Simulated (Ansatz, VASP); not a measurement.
**MnS: VASP beside Ansatz**

INCAR

```
  PREC = Accurate
  ENCUT = 520
  EDIFF = 1E-7
  ISMEAR = 0
  SIGMA = 0.05
  LREAL = F
  LASPH = T
  NELM = 150
  ALGO = Normal
  ISIF = 2
  LWAVE = F
  LCHARG = T
  ISPIN = 2
  MAGMOM = 4.45 0
  LORBIT = 11
  LMAXMIX = 4
  LELF = T
  LVHAR = T
  NBANDS = 20
```

KPOINTS

```
regular mesh
0
Gamma
  10 10 10
```

POSCAR

```
MnS
1.0
    0.0000000000      2.8000000000      2.8000000000
    2.8000000000      0.0000000000      2.8000000000
    2.8000000000      2.8000000000      0.0000000000
Mn S
1 1
Direct
    0.0000000000      0.0000000000      0.0000000000
    0.7500000000      0.7500000000      0.7500000000
```

Input for Ansatz:

```yaml
crystal:
  lattice:
    - [0.0, 2.8, 2.8]
    - [2.8, 0.0, 2.8]
    - [2.8, 2.8, 0.0]
  atoms:
    - { symbol: Mn, position: [0.0, 0.0, 0.0], spin: 4.45 }
    - { symbol: S, position: [0.75, 0.75, 0.75] }
basis:
  ecutwfc: 420
  ecutrho_ratio: 4
kpoints:
  mp_grid: { grid: [10, 10, 10] }
  band_path:
    path:
      - [[0.0, 0.0, 0.0], [-0.5, -0.5, 0.0], [-0.375, -0.375, 0.25]]
      - [[-0.375, 0.0, 0.375], [0.0, 0.0, 0.0], [0.0, 0.0, 0.5], [-0.5, -0.25, 0.25], [-0.5, -0.5, 0.0]]
    npoints: 6
hamiltonian:
  xc: lda
scf:
  occupations: { method: gaussian, width: 0.05 }
  lower_state_search: "off"
output:
  forces: true
  stress: true
  eigenvalues: true
  populations: true
  eigenstates:
    nscf_kmesh: { grid: [10, 10, 10] }
    top_band: c30
    exchange_couplings: { magnetic: [{ site: 0 }], antisymmetric: true }
    magnetocrystalline_anisotropy: {}
magnetization:
  spin_polarized: true
checkpoint:
  read: start.run
  write: ck
  compress: false
  write_wavefunctions: false
  write_every: 100000
```

Alike in both runs: task single point; functional LDA; k mesh 10 × 10 × 10; occupations gaussian, width 0.05 eV; collinear spin.

```csv
,VASP,Ansatz
version,VASP 6.6.1,Ansatz 0.2.0
potentials or method,"VASP PAW LDA potentials, release 64 (Mn_pv, S), cutoff 520 eV","scalar-relativistic, plane waves, PAW"
valence electrons in the cell,19,21
```

```csv
,VASP,Ansatz,Ansatz less VASP
gap on the k mesh at the Fermi level (eV),none,none,-
pressure (GPa),-6.8,-5.7,+1.08
net moment per atom (μB),2.33,2.39,+0.056
size of the moment on the site where the two differ most (μB),4.13,4.04,-0.082
```

LDA's correlation is that of Perdew and Zunger in VASP and of Perdew and Wang (1992) in Ansatz. Site moments also hang on the region over which each program counts them. A gap of «none» marks a metal or a gap that the smearing closes. VASP's potentials hold 19 valence electrons a cell and Ansatz's 21, so a difference there can come from the potentials and not from the codes. Ansatz's warnings: stability check not made.
